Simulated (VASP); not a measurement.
Write the native input for VASP 6.6.1 that does the following.

```yaml
Task: single point
Functional: LDA
Potentials_or_basis: VASP PAW LDA potentials, release 64 (Y_sv, Tl_d)
Cutoff: 520 eV
k_mesh: 5 × 5 × 5
Occupations: gaussian, width 0.05 eV
Spin: no spin polarisation
Dipole_correction: no
Further_INCAR_settings: ALGO = Normal; EDIFF = 1e-06; NBANDS = 19
```

The structure of YTl lies in POSCAR:

```
YTl
1.0
    0.0000000000      3.3761114185      3.3761114185
    3.3761114185      0.0000000000      3.3761114185
    3.3761114185      3.3761114185      0.0000000000
Y Tl
1 1
Direct
    0.0000000000      0.0000000000      0.0000000000
    0.2500000000      0.2500000000      0.2500000000
```

One way to write it, as run:

INCAR

```
SYSTEM = YTl
PREC = Accurate
ENCUT = 520
EDIFF = 1E-6
ISMEAR = 0
SIGMA = 0.05
LREAL = .FALSE.
LASPH = .TRUE.
NELM = 60
ALGO = Normal
ISIF = 2
LWAVE = .FALSE.
LCHARG = .FALSE.
NBANDS = 19
```

KPOINTS

```
regular mesh
0
G
  5 5 5
  0 0 0
```

Potentials or basis: VASP PAW LDA potentials, release 64 (Y_sv, Tl_d).

Run with:

```bash
$ cat potpaw_LDA.64/Y_sv/POTCAR potpaw_LDA.64/Tl_d/POTCAR > POTCAR
$ mpirun -np 1 vasp_std > vasp.out
```

Results of the run:

| Quantity | Value |
| --- | --- |
| Pressure | 0.1 GPa |
| Band gap on the k mesh | zero (bands 12 and 13 overlap by 0.90 eV) |

Caveat: spin-orbit coupling is left out, which moves the levels of the heavy elements.

Wall time 13 s on 1 thread of Intel(R) Xeon(R) Platinum 8488C (Sapphire Rapids), on a shared host, peak memory 0.18 GiB.
